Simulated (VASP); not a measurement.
Write the native input for VASP 6.6.1 that does the following.

```yaml
Task: single point
Functional: LDA
Potentials_or_basis: VASP PAW LDA potentials, release 64 (B, N)
Cutoff: 600 eV
k_mesh: 12 × 12 × 12
Occupations: gaussian, width 0.05 eV
Spin: no spin polarisation
Dipole_correction: no
Further_INCAR_settings: ALGO = Normal; EDIFF = 1e-06; NBANDS = 11
```

The structure of BN lies in POSCAR:

```
BN
1.0
    0.0000000000      3.4953158300      2.1660912400
    1.2516321000      0.0000000000      2.1660912400
    1.2516321000      3.4953158300      0.0000000000
B N
1 1
Direct
   -0.0461174570     -0.0461174570      1.0461174570
    0.6666513400      0.6666513400      0.3333486600
```

This cell differs from its parent crystal: all B atoms moved -0.200 Å, as atom 1 along Cartesian [0 0 1].

These files were run (other wordings do the same):

INCAR

```
PREC     = Accurate       # precision mode
ENCUT    = 600            # plane-wave cutoff, eV
EDIFF    = 1E-6           # SCF threshold, eV
ISMEAR   = 0              # smearing method
SIGMA    = 0.05           # smearing width, eV
LREAL    = False          # projectors in reciprocal space
LASPH    = True           # aspherical terms in the spheres
NELM     = 120            # most SCF steps
ALGO     = Normal         # electronic algorithm
ISIF     = 2              # what is computed and relaxed
LWAVE    = False          # write WAVECAR
LCHARG   = False          # write CHGCAR
GGA      = CA             # functional
NBANDS   = 11             # bands
GGA_COMPAT= False
```

KPOINTS

```
regular mesh
0
Gamma
  12 12 12
```

Potentials or basis: VASP PAW LDA potentials, release 64 (B, N).

The run is started by

```sh
$ cat potpaw_LDA.64/B/POTCAR potpaw_LDA.64/N/POTCAR > POTCAR
$ mpirun -np 1 vasp_std > vasp.out
```

It gave:

| Quantity | Value |
| --- | --- |
| Pressure | 14.1 GPa |
| Largest force | 11.487 eV/Å |
| Band gap on the k mesh | 1.92 eV, indirect (least direct gap 3.62 eV) |

Caveat: the cell differs from its parent crystal (all B atoms moved -0.200 Å, as atom 1 along Cartesian [0 0 1]); forces of over 1 eV/Å act on the atoms, so gaps and moduli don't describe the material at rest.

Run time: 26 s on 1 thread of Intel(R) Xeon(R) 6975P-C (Granite Rapids) (shared host), peak memory 0.18 GiB.
